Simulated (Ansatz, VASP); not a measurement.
# SiMo3 in VASP and in Ansatz

File INCAR:

```
  ALGO = Fast
  EDIFF = 1E-6
  ENCUT = 520
  GGA = PS
  ISIF = 2
  ISMEAR = 0
  LASPH = True
  LCHARG = False
  LREAL = False
  LWAVE = False
  NBANDS = 56
  NELM = 60
  PREC = Accurate
  SIGMA = 0.15
```

File KPOINTS:

```
k-points
0
Gamma
  8 8 8
```

The input POSCAR:

```
SiMo3
1.0
    4.8615851677      0.0000000000      0.0000000000
    0.0000000000      4.8615851677      0.0000000000
    0.0000000000      0.0000000000      4.8615851677
Si Mo
2 6
Direct
    0.0000000000      0.0047182617      0.0000000000
    0.5000000000      0.5047182617      0.5000000000
    0.2500000000      0.0070230052      0.5000000000
    0.5000000000      0.7345729330      0.0000000000
    0.7500000000      0.0070230052      0.5000000000
    0.5000000000      0.2345729330      0.0000000000
    0.0000000000      0.5070230052      0.7500000000
    0.0000000000      0.5070230052      0.2500000000
```

Input for Ansatz:

```yaml
crystal:
  lattice:
    - [4.8615851677, 0.0, 0.0]
    - [0.0, 4.8615851677, 0.0]
    - [0.0, 0.0, 4.8615851677]
  atoms:
    - { symbol: Si, position: [0.0, 0.0047182617, 0.0] }
    - { symbol: Si, position: [0.5, 0.5047182617, 0.5] }
    - { symbol: Mo, position: [0.25, 0.0070230052, 0.5] }
    - { symbol: Mo, position: [0.5, 0.734572933, 0.0] }
    - { symbol: Mo, position: [0.75, 0.0070230052, 0.5] }
    - { symbol: Mo, position: [0.5, 0.234572933, 0.0] }
    - { symbol: Mo, position: [0.0, 0.5070230052, 0.75] }
    - { symbol: Mo, position: [0.0, 0.5070230052, 0.25] }
basis:
  ecutwfc: 420
kpoints:
  mp_grid: { grid: [8, 8, 8] }
hamiltonian:
  xc: pbesol
scf:
  occupations: { method: gaussian, width: 0.15 }
output:
  forces: true
  stress: true
  eigenvalues: true
```

Change from the starting cell: mode 4 (147.8 1/cm) frozen in, largest displacement +0.075 Å.

Alike in both runs: task single point; functional PBEsol; k mesh 8 × 8 × 8; occupations gaussian, width 0.15 eV; no spin polarisation.

|  | VASP | Ansatz |
| --- | --- | --- |
| version | VASP 6.6.1 | Ansatz 0.2.0 |
| potentials or method | VASP PAW PBE potentials, release 64 (Si, Mo_sv), cutoff 520 eV | scalar-relativistic, plane waves, PAW |
| valence electrons in the cell | 92 | 92 |

```tsv
	VASP	Ansatz	Ansatz less VASP
gap on the k mesh at the Fermi level (eV)	none	none	-
pressure (GPa)	0.9	0.3	-0.61
traceless stress, the component that is largest in VASP (GPa)	-0.06	-0.05	+0.001
rms of the force components (eV/Å)	0.199	0.198	-0.0007
```

VASP's potentials were made for PBE, not for PBEsol. Atom by atom the forces differ by 0.001 eV/Å (rms over components). A gap of «none» marks a metal or a gap that the smearing closes.
